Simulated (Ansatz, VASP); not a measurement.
CsH: VASP beside Ansatz

```
Cs H
1.0
     0.00000    3.29091    3.29091
     3.29091    0.00000    3.29091
     3.29091    3.29091    0.00000
Cs H
1 1
Direct
  0.00000 0.00000 0.00000
  0.50000 0.50000 0.50000
```

Alike in both runs: task single point; functional r2SCAN; k mesh 6 × 6 × 6; occupations gaussian, width 0.02 eV; no spin polarisation.

|  | VASP | Ansatz |
| --- | --- | --- |
| version | VASP 6.6.1 | Ansatz 0.2.0 |
| potentials or method | VASP PAW PBE potentials, release 64 (Cs_sv, H), cutoff 520 eV | scalar-relativistic, plane waves, PAW |
| valence electrons in the cell | 10 | 10 |

```tsv
	VASP	Ansatz	Ansatz less VASP
gap on the k mesh at the Fermi level (eV)	2.76	2.77	+0.013
least direct gap on the mesh (eV)	2.76	2.77	+0.013
pressure (GPa)	-0.7	-0.8	-0.01
```

VASP's potentials were made for PBE, not for r2SCAN.

Spin-orbit coupling is off throughout.
